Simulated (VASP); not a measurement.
# Li (Im-3m) in VASP: notebook, part 2 of 2

VASP 6.6.1.

## 3. Relaxation of cell and atoms, r2SCAN

This run uses another cell than the first one, of 21.62 Å³/atom.

Input file POSCAR:

```
Li
1.0
    3.5100000000      0.0000000000      0.0000000000
    0.0000000000      3.5100000000      0.0000000000
    0.0000000000      0.0000000000      3.5100000000
Li
2
Direct
    0.0000000000      0.0000000000      0.0000000000
    0.5000000000      0.5000000000      0.5000000000
```

Input file INCAR.step1:

```
SYSTEM = Li
PREC = Accurate ; ENCUT = 600
ISMEAR = -1 ; SIGMA = 0.05
LREAL = .FALSE. ; LASPH = .TRUE.
NELM = 100 ; GGA = PE
ALGO = Normal ; EDIFF = 1E-4
LWAVE = .TRUE. ; LCHARG = .FALSE.
```

Input file INCAR.step2:

```
SYSTEM = Li
PREC = Accurate ; ENCUT = 600
EDIFF = 1E-6 ; ISMEAR = -1
SIGMA = 0.05 ; LREAL = .FALSE.
LASPH = .TRUE. ; NELM = 100
ALGO = Normal ; ISIF = 3
LWAVE = .FALSE. ; LCHARG = .FALSE.
METAGGA = R2SCAN ; LMIXTAU = .TRUE.
IBRION = 2 ; NSW = 50
EDIFFG = -0.01 ; ISTART = 1
```

Input file KPOINTS:

```
Automatic mesh
0
G
  12 12 12
  0 0 0
```

Potentials or basis: VASP PAW PBE potentials, release 64 (Li_sv).

Launch:

```bash
$ cat potpaw_PBE.64/Li_sv/POTCAR > POTCAR
$ cp INCAR.step1 INCAR
$ mpirun -np 1 vasp_std > vasp.out
$ cp INCAR.step2 INCAR
$ mpirun -np 1 vasp_std > vasp.out
```

OUTCAR:

```text
SYSTEM = Li
   PREC = Accurate
   ENCUT = 600
   EDIFF = 1E-6
   ISMEAR = -1
   LREAL = .FALSE.
   LASPH = .TRUE.
   NELM = 100
   ISIF = 3
   METAGGA = R2SCAN
   IBRION = 2
   NSW = 50
   EDIFFG = -0.01
   ISTART = 1

 ion  position               nearest neighbor table
   1  0.000  0.000  0.000-
   2  0.500  0.500  0.500-

  LATTYP: Found a simple cubic cell.
 ALAT       =     3.5100000000

  Lattice vectors:

 A1 = (   3.5100000000,   0.0000000000,   0.0000000000)
 A2 = (   0.0000000000,   3.5100000000,   0.0000000000)
 A3 = (   0.0000000000,   0.0000000000,   3.5100000000)

Analysis of symmetry for initial positions (statically):
[... 382 lines left out ...]

 val. band max:        0.5091615164   @ k =   0.5000   0.2500   0.2500
 cond. band min:       0.5653711904   @ k =   0.4167   0.1667   0.0833
 fundamental gap:      0.0562096740
 Fermi energy:         0.5576146733

 k-point     1 :       0.0000    0.0000    0.0000
  band No.  band energies     occupation
      1     -47.5826      2.00000
      2     -47.5530      2.00000
      3      -3.2793      2.00000
      4       6.4932      0.00000
      5       6.4932      0.00000
      6       6.4932      0.00000
      7       8.6033      0.00000
[... 221 lines left out ...]
 k-point    24 :       0.4167    0.3333    0.0000
  band No.  band energies     occupation
      1     -47.5674      2.00000
      2     -47.5635      2.00000
      3      -0.4369      2.00000
      4       0.9962      0.00031
      5       4.4202      0.00000
      6       6.0256      0.00000
      7      10.0709      0.00000

 [... further k-points ...]

------------------------ aborting loop because EDIFF is reached ----------------------------------------

  FORCE on cell =-STRESS in cart. coord.  units (eV):
  Direction    XX          YY          ZZ          XY          YZ          ZX
  --------------------------------------------------------------------------------------
  -------------------------------------------------------------------------------------
  Total        0.0027087      0.0027087      0.0027087     -0.0000000     -0.0000000     -0.0000000
  in kB        0.1035797      0.1035797      0.1035797     -0.0000000     -0.0000000     -0.0000000
  external PRESSURE =       0.1035797 kB  Pullay stress =       0.0000000 kB
[... 17 lines left out ...]
  FREE ENERGIE OF THE ION-ELECTRON SYSTEM (eV)
  ---------------------------------------------------
  free  energy   TOTEN  =        -4.7704107597 eV

  energy  without entropy=       -4.7626403994  energy(sigma->0) =       -4.76652558

 reached required accuracy - stopping structural energy minimisation
```

OUTCAR.step1:

```text
SYSTEM = Li
   PREC = Accurate
   ENCUT = 600
   ISMEAR = -1
   LREAL = .FALSE.
   LASPH = .TRUE.
[... 478 lines left out ...]
      0.00000      0.00000      0.00000         0.000000      0.000000      0.000000
      1.75500      1.75500      1.75500        -0.000000     -0.000000     -0.000000
 -----------------------------------------------------------------------------------
    total drift:                                0.000000      0.000000      0.000000

  FREE ENERGIE OF THE ION-ELECTRON SYSTEM (eV)
  ---------------------------------------------------
  free  energy   TOTEN  =        -3.8041851833 eV

  energy  without entropy=       -3.7957804016  energy(sigma->0) =       -3.79998279
```

Wall time 5.8 min (1 thread of Intel Xeon 6975P-C (Granite Rapids), shared host); peak memory 0.17 GiB.

What came out:

- Free energy: -4.7704 eV
- Relaxed volume: 20.95 Å³/atom
- Relaxed cell: a = 3.473 Å, b = 3.473 Å, c = 3.473 Å, α = 90.00°, β = 90.00°, γ = 90.00°
- Space group after relaxing (to 0.1 Å): Im-3m (No. 229)
- Energy gained by relaxing: 0.7 meV/atom
- Ionic steps: 6
- Pressure after relaxing: 0.0 GPa
- Band gap on the k mesh: zero (bands 3 and 4 overlap by 4.83 eV)

The path:
| step | energy change (eV) | largest force (eV/Å) | pressure (GPa) | volume (Å³) |
| --- | --- | --- | --- | --- |
| 1 | 0.0000 | 0.0000 | -0.64 | 43.24 |
| 2 | -0.0017 | 0.0000 | -0.48 | 42.70 |
| 3 | 0.0002 | 0.0000 | 0.20 | 41.27 |
| 4 | -0.0009 | 0.0000 | 0.11 | 41.67 |
| 5 | -0.0019 | 0.0000 | -0.09 | 42.09 |
| 6 | -0.0015 | 0.0000 | 0.01 | 41.90 |

Final structure:
```xyz
2
Lattice="3.4732 0.0000 0.0000 0.0000 3.4732 0.0000 0.0000 0.0000 3.4732" Properties=species:S:1:pos:R:3 pbc="T T T"
Li    0.0000    0.0000    0.0000
Li    1.7366    1.7366    1.7366
```

Caveat: the cutoff is under 1.25 times the usual one of these potentials, so pressure, stress and relaxed cells hold a basis-set (Pulay) error; the PAW data sets were made with another functional, which shifts forces and pressure a little.

The gap in the log of VASP goes by the Fermi energy; the results here count the filled bands.